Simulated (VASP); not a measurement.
Crystal: HfO2.

```
CELL_PARAMETERS angstrom
4.81353 0.00000 0.00000
0.00000 4.81353 0.00000
0.00000 0.00000 3.20541
ATOMIC_POSITIONS crystal
Hf 0.00000 0.00000 0.00000
Hf 0.50000 0.50000 0.50000
O 0.19495 0.80505 0.50000
O 0.30505 0.30505 0.00000
O 0.69495 0.69495 0.00000
O 0.80505 0.19495 0.50000
```

Base run:

| Property | Result |
| --- | --- |
| Program | VASP 6.6.1 |
| Functional | r2SCAN |
| Dispersion | D3(BJ) |
| Potentials or basis | VASP PAW PBE potentials, release 64 (Hf_pv, O) |
| Cutoff | 520 eV |
| k mesh | 4 × 4 × 6 |
| Occupations | gaussian, width 0.01 eV |
| Spin | no spin polarisation |

Its results: band gap on the k mesh 4.53 eV, direct; pressure -1.0 GPa; largest force 0.012 eV/Å.

The run is repeated on the same cell with these changes: k mesh from 4 × 4 × 6 to 2 × 2 × 2. What comes out?

Band gap on the k mesh 4.45 eV, direct; pressure 0.0 GPa; largest force 0.228 eV/Å.

Caveats: some runs use coarse meshes; three body term missing; the PAW data sets were made with another functional, which shifts forces and pressure a little; spin-orbit coupling is left out, which moves the levels of the heavy elements.

A k mesh can miss the band edges.
